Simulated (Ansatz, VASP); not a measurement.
## Two plane-wave programs on Sb

```xyz
2
Lattice="3.3585 0.0000 0.0000 -1.6792 2.9085 0.0000 0.0000 0.0000 5.5476" Properties=species:S:1:pos:R:3 pbc="T T T"
Sb    0.0000    1.9390    1.3869
Sb    1.6792    0.9695    4.1607
```

Alike in both runs: functional r2SCAN; k mesh 12 × 12 × 8; occupations gaussian, width 0.1 eV; no spin polarisation.

Ansatz relaxed the structure, and its values are those at the end. VASP's run is a single point on that final structure, the one shown.

|  | VASP | Ansatz |
| --- | --- | --- |
| version | VASP 6.6.1 | Ansatz 0.2.0 |
| potentials or method | VASP PAW PBE potentials, release 64 (Sb), cutoff 520 eV | scalar-relativistic, plane waves, PAW |
| valence electrons in the cell | 10 | 30 |

```tsv
	VASP	Ansatz	Ansatz less VASP
gap on the k mesh at the Fermi level (eV)	none	none	-
pressure (GPa)	-0.1	0.0	+0.11
```

VASP's potentials were made for PBE, not for r2SCAN. A gap of «none» marks a metal or a gap that the smearing closes. VASP's potentials hold 10 valence electrons a cell and Ansatz's 30, so a difference there can come from the potentials and not from the codes.

Spin-orbit coupling is off throughout.
